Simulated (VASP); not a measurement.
Runs of VASP 6.6.1 on Au. The structure is that of space group P6_3/mmc (No. 194), or close to it. The cells are those of the table. 

```csv
cell,gap on the mesh (eV),pressure (GPa)
"a = 2.891, b = 2.891, c = 4.799 Å, angles 90.0, 90.0, 121.7°, 2 atoms",none,5.3
"a = 2.828, b = 2.828, c = 4.688 Å, angles 90.0, 90.0, 121.4°, 2 atoms",none,19.2
"a = 2.860, b = 2.860, c = 4.744 Å, angles 90.0, 90.0, 121.5°, 2 atoms",none,(a)
"a = 2.976, b = 2.976, c = 4.976 Å, angles 90.0, 90.0, 122.2°, 2 atoms",none,(b)
"a = 2.795, b = 2.795, c = 4.631 Å, angles 90.0, 90.0, 121.2°, 2 atoms",none,28.6
```

Alike in all rows: task single point; level r2SCAN; potentials or basis VASP PAW PBE potentials, release 64 (Au); no spin polarisation; k mesh 16 × 16 × 10; cutoff (eV) 520; smearing gaussian 0.1 eV.

Problem. Estimate the missing entries.

Solution. (a) 11.6; (b) -7.2.

Caveats: the PAW data sets were made with another functional, which shifts forces and pressure a little; spin-orbit coupling is left out, which moves the levels of the heavy elements.

A k mesh can miss the band edges, and the runs leave out spin-orbit coupling on Au.

A gap of «none» marks levels without a gap at the run's occupations.
